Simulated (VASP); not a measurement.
Wanted: the native input for a VASP 6.6.1 run.

| Property | Result |
| --- | --- |
| Task | single point |
| Functional | PBE |
| Potentials or basis | VASP PAW PBE potentials, release 64 (Rh_pv) |
| Cutoff | 520 eV |
| k mesh | 18 × 18 × 10 |
| Occupations | gaussian, width 0.05 eV |
| Spin | no spin polarisation |
| Dipole correction | no |
| Further INCAR settings | ALGO = Normal; EDIFF = 1e-06; NBANDS = 22 |

The structure of Rh lies in POSCAR:

```
Rh
1.0
    2.7258206954      0.0000000000      0.0000000000
   -1.3629103477      2.3606299684      0.0000000000
    0.0000000000      0.0000000000      4.3807018545
Rh
2
Direct
    0.3333333333      0.6666666667      0.7500000000
    0.6666666667      0.3333333333      0.2500000000
```

This isn't the form of Rh at room conditions, which is fcc.

The input as run:

INCAR

```
ALGO     = Normal         # electronic algorithm
EDIFF    = 1E-6           # SCF threshold, eV
ENCUT    = 520            # plane-wave cutoff, eV
GGA      = PE             # functional
ISIF     = 2              # what is computed and relaxed
ISMEAR   = 0              # smearing method
LASPH    = T              # aspherical terms in the spheres
LCHARG   = F              # write CHGCAR
LREAL    = F              # projectors in reciprocal space
LWAVE    = F              # write WAVECAR
NBANDS   = 22             # bands
NELM     = 100            # most SCF steps
PREC     = Accurate       # precision mode
SIGMA    = 0.05           # smearing width, eV
```

KPOINTS

```
k-points
0
Gamma
  18 18 10
```

Potentials or basis: VASP PAW PBE potentials, release 64 (Rh_pv).

The run is started by

```console
$ cat potpaw_PBE.64/Rh_pv/POTCAR > POTCAR
$ mpirun -np 1 vasp_std > vasp.out
```

Results of the run:

```yaml
Pressure: 0.0 GPa
Band_gap_on_the_k_mesh: zero (bands 15 and 16 overlap by 2.32 eV)
```

Wall time 37 s on 1 thread of Intel(R) Xeon(R) 6975P-C (Granite Rapids), on a shared host, peak memory 0.22 GiB.
